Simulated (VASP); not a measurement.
# Al7As8 (a cell with a defect) in VASP: relaxation of the atoms with PBE

Aim: the relaxation of the atoms of Al7As8 (a cell with a defect) with PBE.

Program: VASP 6.6.1. These are calculated values, not measurements. Logs are shortened: lines on timing, memory, paths and dates and some standing lists are left out, and cuts for length are marked.

### 1 The cell of the first run

The cell holds a defect, 15 atoms: a = 8.100 Å, b = 8.100 Å, c = 8.100 Å, α = 60.00°, β = 60.00°, γ = 60.00°.

### 2 Relaxation of the atoms, PBE, collinear spin (atoms taken out)

The input, INCAR:

```
SYSTEM = Al7As8
PREC     = Accurate       ! precision mode
ENCUT    = 450            ! plane-wave cutoff, eV
EDIFF    = 1E-7           ! SCF threshold, eV
ISMEAR   = 0              ! smearing method
SIGMA    = 0.01           ! smearing width, eV
LREAL    = .FALSE.        ! projectors in reciprocal space
LASPH    = .TRUE.         ! aspherical terms in the spheres
NELM     = 200            ! most SCF steps
ALGO     = Normal         ! electronic algorithm
ISIF     = 2              ! what is computed and relaxed
LWAVE    = .FALSE.        ! write WAVECAR
LCHARG   = .FALSE.        ! write CHGCAR
ISPIN    = 2              ! spin polarisation
MAGMOM   = 0 0 0 0 0 0 0 0.5 0 0 0 0.5 0.5 0.5 0 ! initial moments
LORBIT   = 11             ! projections on sites
GGA      = PE             ! functional
IBRION   = 2              ! ionic algorithm
NSW      = 65             ! ionic steps
EDIFFG   = -0.025         ! ionic threshold
NELECT   = 62.0         
GGA_COMPAT= .FALSE.      
NELMIN   = 4
```

The input, KPOINTS:

```
Automatic mesh
0
G
  2 2 2
  0 0 0
```

The input, POSCAR:

```
Al7As8
1.0
    0.0000000000      5.7279123210     -5.7279123210
    5.7279123210      5.7279123210      0.0000000000
    5.7279123210      0.0000000000     -5.7279123210
Al As
7 8
Direct
   -0.0007266803      0.5007266803      0.4992733197
    0.5007266803     -0.0007266803      0.4992733197
    0.5007266803      0.5007266803      0.4992733197
   -0.0007266803     -0.0007266803      1.0007266803
   -0.0007266803      0.5007266803      1.0007266803
    0.5007266803     -0.0007266803      1.0007266803
    0.5000000000      0.5000000000      1.0000000000
    0.1251096299      0.1251096299      0.1246711102
    0.1251538930      0.6249487023      0.1249487023
    0.6249487023      0.1251538930      0.1249487023
    0.6249487023      0.6249487023      0.1249487023
    0.1251096299      0.1251096299      0.6251096299
    0.1251096299      0.6246711102      0.6251096299
    0.6246711102      0.1251096299      0.6251096299
    0.6249487023      0.6249487023      0.6251538930
```

Potentials or basis: VASP PAW PBE potentials, release 64 (Al, As).

The run is started by

```bash
$ cat potpaw_PBE.64/Al/POTCAR potpaw_PBE.64/As/POTCAR > POTCAR
$ mpirun -np 1 vasp_std > vasp.out
```

OUTCAR:

```text
SYSTEM = Al7As8
   PREC = Accurate
   ENCUT = 450
   EDIFF = 1E-7
   ISMEAR = 0
   LREAL = .FALSE.
   LASPH = .TRUE.
   NELM = 200
   ISIF = 2
   ISPIN = 2
   LORBIT = 11
   GGA = PE
   IBRION = 2
   NSW = 65
   EDIFFG = -0.025
   NELECT = 62.0
   NELMIN = 4

 ion  position               nearest neighbor table
   1  0.999  0.501  0.499-   9 2.48  15 2.48  13 2.48  12 2.48
   2  0.501  0.999  0.499-  10 2.48  15 2.48  14 2.48  12 2.48
   3  0.501  0.501  0.499-  15 2.48  11 2.48  14 2.48  13 2.48
   4  0.999  0.999  0.001-   9 2.48  10 2.48   8 2.48  12 2.48
   5  0.999  0.501  0.001-   9 2.48  11 2.48   8 2.48  13 2.48
   6  0.501  0.999  0.001-  10 2.48  11 2.48   8 2.48  14 2.48
   7  0.500  0.500  0.000-  11 2.48  10 2.48   9 2.48  15 2.48
   8  0.125  0.125  0.125-   4 2.48   5 2.48   6 2.48
   9  0.125  0.625  0.125-   5 2.48   4 2.48   1 2.48   7 2.48
  10  0.625  0.125  0.125-   6 2.48   4 2.48   2 2.48   7 2.48
  11  0.625  0.625  0.125-   3 2.48   5 2.48   6 2.48   7 2.48
  12  0.125  0.125  0.625-   1 2.48   2 2.48   4 2.48
  13  0.125  0.625  0.625-   1 2.48   3 2.48   5 2.48
  14  0.625  0.125  0.625-   2 2.48   3 2.48   6 2.48
  15  0.625  0.625  0.625-   3 2.48   2 2.48   1 2.48   7 2.48

  LATTYP: Found a face centered cubic cell.
 ALAT       =    11.4558246420

  Lattice vectors:

 A1 = (   0.0000000000,   5.7279123210,  -5.7279123210)
 A2 = (   5.7279123210,   5.7279123210,   0.0000000000)
 A3 = (   5.7279123210,   0.0000000000,  -5.7279123210)

Analysis of symmetry for initial positions (statically):
=====================================================================
 Subroutine PRICEL returns:
 Original cell was already a primitive cell.

 Routine SETGRP: Setting up the symmetry group for a
 face centered cubic supercell.

 Subroutine GETGRP returns: Found 24 space group operations
 (whereof  4 operations were pure point group operations)
 out of a pool of 48 trial point group operations.

The static configuration has the point symmetry C_2v.
 The point group associated with its full space group is T_d .

Analysis of symmetry for dynamics (positions and initial velocities):
=====================================================================
 Subroutine PRICEL returns:
 Original cell was already a primitive cell.

 Routine SETGRP: Setting up the symmetry group for a
 face centered cubic supercell.

 Subroutine GETGRP returns: Found 24 space group operations
 (whereof  4 operations were pure point group operations)
 out of a pool of 48 trial point group operations.

The dynamic configuration has the point symmetry C_2v.
 The point group associated with its full space group is T_d .

Analysis of structural, dynamic, and magnetic symmetry:
=====================================================================
 Subroutine PRICEL returns:
 Original cell was already a primitive cell.

 Routine SETGRP: Setting up the symmetry group for a
 face centered cubic supercell.

 Subroutine GETGRP returns: Found 24 space group operations
 (whereof  4 operations were pure point group operations)
 out of a pool of 48 trial point group operations.

The overall configuration has the point symmetry C_2v.
 The point group associated with its full space group is T_d .

 Subroutine INISYM returns: Found 24 space group operations
 (whereof  4 operations are pure point group operations),
 and found     1 'primitive' translations

----------------------------------------------------------------------------------------

                                     Primitive cell

  volume of cell :     375.8539

  direct lattice vectors                    reciprocal lattice vectors
     0.000000000  5.727912321 -5.727912321    -0.087291839  0.087291839 -0.087291839
     5.727912321  5.727912321  0.000000000     0.087291839  0.087291839  0.087291839
     5.727912321  0.000000000 -5.727912321     0.087291839 -0.087291839 -0.087291839

  length of vectors
[... 59 lines left out ...]
 ===========================================

 Found      3 irreducible k-points:

 Following reciprocal coordinates:
            Coordinates               Weight
  0.000000  0.000000  0.000000      1.000000
  0.500000  0.000000  0.000000      4.000000
  0.500000  0.500000  0.000000      3.000000
   k-points           NKPTS =      3   k-points in BZ     NKDIM =      3   number of bands    NBANDS=     40
   number of dos      NEDOS =    301   number of ions     NIONS =     15
   total plane-waves  NPLWV = 175616
   dimension x,y,z NGX =    56 NGY =   56 NGZ =   56
   dimension x,y,z NGXF=   112 NGYF=  112 NGZF=  112
   ions per type =               7   8
   NGX,Y,Z   is equivalent  to a cutoff of  11.49, 11.49, 11.49 a.u.
   NGXF,Y,Z  is equivalent  to a cutoff of  22.99, 22.99, 22.99 a.u.
 SYSTEM =  Al7As8
   PREC   = accura    normal or accurate (medium, high low for compatibility)
   ISTART =      0    job   : 0-new  1-cont  2-samecut
   ICHARG =      2    charge: 1-file 2-atom 10-const
   ISPIN  =      2    spin polarized calculation?
   LNONCOLLINEAR =      F non collinear calculations
   LSORBIT =      F    spin-orbit coupling
   LASPH  =      T    aspherical Exc in radial PAW
   ENCUT  =  450.0 eV  33.07 Ry    5.75 a.u.  14.01 14.01 14.01*2*pi/ulx,y,z
   NELM   =    200;   NELMIN=  4; NELMDL= -5     # of ELM steps
   EDIFF  = 0.1E-06   stopping-criterion for ELM
   LREAL  =      F    real-space projection
   EDIFFG = -.3E-01   stopping-criterion for IOM
   NSW    =     65    number of steps for IOM
   IBRION =      2    ionic relax: 0-MD 1-quasi-New 2-CG
   NFREE  =      1    steps in history (QN), initial steepest desc. (CG)
   ISIF   =      2    stress and relaxation
   ISYM   =      2    0-nonsym 1-usesym 2-fastsym
   POTIM  = 0.5000    time-step for ionic-motion
   TEBEG  =    0.0;   TEEND  =   0.0 temperature during run
   PSTRESS=    0.0 pullay stress
   NELECT =      62.0000    total number of electrons
   NUPDOWN=      -1.0000    fix difference up-down
   EMIN   =  10.00;   EMAX   =-10.00  energy-range for DOS
   EFERMI =   0.00;   METHOD = LEGACY
   ISMEAR =     0;   SIGMA  =   0.01  broadening in eV -4-tet -1-fermi 0-gaus
   EFERMI_NEDOS =   21; number of points for ismear=-14 and -15
   IALGO  =     38    algorithm
   IMIX   =      4    mixing-type and parameters
     AMIX     =   0.40;   BMIX     =  1.00
     AMIX_MAG =   1.60;   BMIX_MAG =  1.00
  volume/ion in A,a.u.               =      25.06       169.09
  Fermi-wavevector in a.u.,A,eV,Ry     =   0.897840  1.696672 10.967887  0.806117
  Thomas-Fermi vector in A             =   2.020475
   LORBIT       =     11    0 simple, 1 ext, 2 COOP (PROOUT), +10 PAW based schemes
   GGA     = PE    functional components
   LHFCALC =     F    Hartree Fock is set to
   AEXX    =    0.0000 exact exchange contribution
   IVDW    =     0    specifies the selected vdW correction
   LEPSILON=     F    determine dielectric tensor
   LRPA    =     F    only Hartree local field effects (RPA)
 conjugate gradient relaxation of ions
 spin polarized calculation
 Gauss-broadening in eV      SIGMA  =   0.01
  energy-cutoff  :      450.00
  volume of cell :      375.85
 maximum number of plane-waves:      8144
   NGX = 29   NGY = 29   NGZ = 29

--------------------------------------- Ionic step        1  -------------------------------------------

 number of electron      62.0000003 magnetization       1.9999945

 Free energy of the ion-electron system (eV)
  ---------------------------------------------------
  ext. energy  EPLUGINS =         0.00000000
  ---------------------------------------------------
  free energy    TOTEN  =       -63.64114258 eV

  energy without entropy =      -63.63981754  energy(sigma->0) =      -63.64048006

------------------------ aborting loop because EDIFF is reached ----------------------------------------

  FORCE on cell =-STRESS in cart. coord.  units (eV):
  Direction    XX          YY          ZZ          XY          YZ          ZX
  --------------------------------------------------------------------------------------
  -------------------------------------------------------------------------------------
  Total        6.8787532      6.8787532      6.8787532     -0.0000000      0.0000000      0.0000000
  in kB       29.3225158     29.3225158     29.3225158     -0.0000000      0.0000000      0.0000000
  external PRESSURE =      29.3225158 kB  Pullay stress =       0.0000000 kB
[... 281 lines left out ...]
--------------------------------------- Ionic step        7  -------------------------------------------

 number of electron      62.0000001 magnetization       2.0000000

 Free energy of the ion-electron system (eV)
  ---------------------------------------------------
  ext. energy  EPLUGINS =         0.00000000
  ---------------------------------------------------
  free energy    TOTEN  =       -63.76391927 eV

  energy without entropy =      -63.76259423  energy(sigma->0) =      -63.76325675

 E-fermi :   3.5291     XC(G=0):  -8.7397

 val. band max:        3.4806326483   @ k =   0.0000   0.0000   0.0000
 cond. band min:       3.5359580750   @ k =   0.5000   0.5000   0.0000
 fundamental gap:      0.0553254267
 Fermi energy:         3.5291174518

 spin component 1

 k-point     1 :       0.0000    0.0000    0.0000
  band No.  band energies     occupation
      1      -8.5166      1.00000
      2      -7.2405      1.00000
      3      -7.2405      1.00000
      4      -7.2405      1.00000
      5      -7.0624      1.00000
      6      -6.6827      1.00000
[... 118 lines left out ...]
     39       7.4695      0.00000
     40       7.4695      0.00000
 Fermi energy:         3.5291174518

 spin component 2

 k-point     1 :       0.0000    0.0000    0.0000
  band No.  band energies     occupation
      1      -8.4249      1.00000
      2      -7.1629      1.00000
      3      -7.1629      1.00000
      4      -7.1629      1.00000
      5      -6.8307      1.00000
      6      -6.4303      1.00000
[... 160 lines left out ...]
  FREE ENERGIE OF THE ION-ELECTRON SYSTEM (eV)
  ---------------------------------------------------
  free  energy   TOTEN  =       -63.7639192684 eV

  energy  without entropy=      -63.7625942337  energy(sigma->0) =      -63.76325675

 reached required accuracy - stopping structural energy minimisation

 total charge

# of ion       s       p       d       tot
------------------------------------------
    1        0.404   0.361   0.000   0.765
    2        0.404   0.361   0.000   0.765
    3        0.404   0.361   0.000   0.765
    4        0.404   0.361   0.000   0.765
    5        0.404   0.361   0.000   0.765
    6        0.404   0.361   0.000   0.765
    7        0.400   0.363   0.000   0.764
    8        1.229   1.566   0.020   2.816
    9        1.189   1.677   0.022   2.889
   10        1.189   1.677   0.022   2.889
   11        1.189   1.677   0.022   2.889
   12        1.229   1.566   0.020   2.816
   13        1.229   1.566   0.020   2.816
   14        1.229   1.566   0.020   2.816
   15        1.189   1.677   0.022   2.889
--------------------------------------------------
tot         12.497  15.505   0.170  28.171

 magnetization (x)

# of ion       s       p       d       tot
------------------------------------------
    1       -0.002   0.004   0.000   0.002
    2       -0.002   0.004   0.000   0.002
    3       -0.002   0.004   0.000   0.002
    4       -0.002   0.004   0.000   0.002
    5       -0.002   0.004   0.000   0.002
    6       -0.002   0.004   0.000   0.002
    7       -0.000   0.001   0.000   0.000
    8        0.012   0.226  -0.000   0.239
    9       -0.000   0.005  -0.000   0.004
   10       -0.000   0.005  -0.000   0.004
   11       -0.000   0.005  -0.000   0.004
   12        0.012   0.226  -0.000   0.239
   13        0.012   0.226  -0.000   0.239
   14        0.012   0.226  -0.000   0.239
   15       -0.000   0.005  -0.000   0.004
--------------------------------------------------
tot          0.035   0.952  -0.000   0.987
```

Run time: 11 min. Hardware: 1 thread of Oxide Virtual Turin-like, shared host; peak memory 0.54 GiB.

What came out:

| Quantity | Value |
| --- | --- |
| Free energy | -63.7639 eV |
| Energy gained by relaxing | 8.2 meV/atom |
| Ionic steps | 7 |
| Largest force after relaxing | 0.012 eV/Å |
| Net moment | 2.00 μB per cell |
| Site moments | Al +0.00; As +0.24, +0.00 (each value once) μB |
| Valence electrons inside the program's atomic spheres | Al 0.77, 0.76 (each value once); As 2.82, 2.89 (each value once) |

Forces in eV/Å, atoms in the order of the input:
```
Al   0.000  0.000 -0.001
Al   0.001  0.000  0.000
Al   0.000 -0.001  0.000
Al   0.000  0.001  0.000
Al  -0.001  0.000  0.000
Al   0.000  0.000  0.001
Al   0.000  0.000  0.000
As   0.001 -0.001 -0.001
As  -0.007  0.007 -0.007
As   0.007  0.007  0.007
As  -0.007 -0.007  0.007
As  -0.001 -0.001  0.001
As   0.001  0.001  0.001
As  -0.001  0.001 -0.001
As   0.007 -0.007 -0.007
```

The path:
```
step  energy change (eV)  largest force (eV/Å)  pressure (GPa)
   1              0.0000                0.5455            2.93
   2             -0.0740                0.2471            2.87
   3             -0.1009                0.2192            2.82
   4             -0.1121                0.1550            2.69
   5             -0.1216                0.0817            2.40
   6             -0.1217                0.0713            2.44
   7             -0.1228                0.0116            2.41
```

Final structure:
```
CELL_PARAMETERS angstrom
0.00000 5.72791 -5.72791
5.72791 5.72791 0.00000
5.72791 0.00000 -5.72791
ATOMIC_POSITIONS crystal
Al 0.00394 0.49606 0.50394
Al 0.49606 0.00394 0.50394
Al 0.49606 0.49606 0.50394
Al 0.00394 0.00394 0.99606
Al 0.00394 0.49606 0.99606
Al 0.49606 0.00394 0.99606
Al 0.50000 0.50000 0.00000
As 0.12150 0.12150 0.13550
As 0.12321 0.62560 0.12560
As 0.62560 0.12321 0.12560
As 0.62560 0.62560 0.12560
As 0.12150 0.12150 0.62150
As 0.12150 0.63550 0.62150
As 0.63550 0.12150 0.62150
As 0.62560 0.62560 0.62321
```

Caveat: the k points lie up to 0.47 Å⁻¹ apart; the cell carries a net charge on a neutralising background, which shifts energy and pressure; the cell differs from its parent crystal (atoms taken out); the cell is charged against a uniform background, so pressure and absolute levels hang on convention.
